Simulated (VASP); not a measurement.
The system is SrTiO3.

```
Sr Ti O
1.0
     3.93642    0.00000    0.00000
     0.00000    3.93642    0.00000
     0.00000    0.00000    3.93642
Sr Ti O
1 1 3
Direct
  0.50000 0.50000 0.50000
  0.00000 0.00000 0.00000
  0.50000 0.00000 0.00000
  0.00000 0.50000 0.00000
  0.00000 0.00000 0.50000
```

```yaml
Program: VASP 6.6.1
Task: relaxation of cell and atoms
Functional: LDA
Potentials_or_basis: VASP PAW LDA potentials, release 64 (Sr_sv, Ti_sv, O)
Cutoff: 600 eV
k_mesh: 6 × 6 × 6
Occupations: fermi-dirac, width 0.02 eV
Spin: no spin polarisation
```

At the start: pressure -10.4 GPa; volume 12.20 Å³/atom.

Q: How do energy, volume and symmetry change on relaxing?

A: Over 6 steps the energy falls by 24.1 meV/atom and the volume is 11.50 Å³/atom (-5.7 %); space group Pm-3m (No. 221, to 0.1 Å) before and after.

The path:
| step | energy change (eV) | largest force (eV/Å) | pressure (GPa) | volume (Å³) |
| --- | --- | --- | --- | --- |
| 1 | 0.0000 | 0.0000 | -10.42 | 61.00 |
| 2 | 0.0062 | 0.0000 | 13.24 | 54.26 |
| 3 | -0.1204 | 0.0000 | -0.11 | 57.52 |
| 4 | -0.1203 | 0.0000 | 0.13 | 57.45 |
| 5 | -0.1204 | 0.0000 | -0.11 | 57.52 |
| 6 | -0.1204 | 0.0000 | 0.00 | 57.49 |

Final structure:
```
CELL_PARAMETERS angstrom
3.85951 0.00000 0.00000
0.00000 3.85951 0.00000
0.00000 0.00000 3.85951
ATOMIC_POSITIONS crystal
Sr 0.50000 0.50000 0.50000
Ti 0.00000 0.00000 0.00000
O 0.50000 0.00000 0.00000
O 0.00000 0.50000 0.00000
O 0.00000 0.00000 0.50000
```
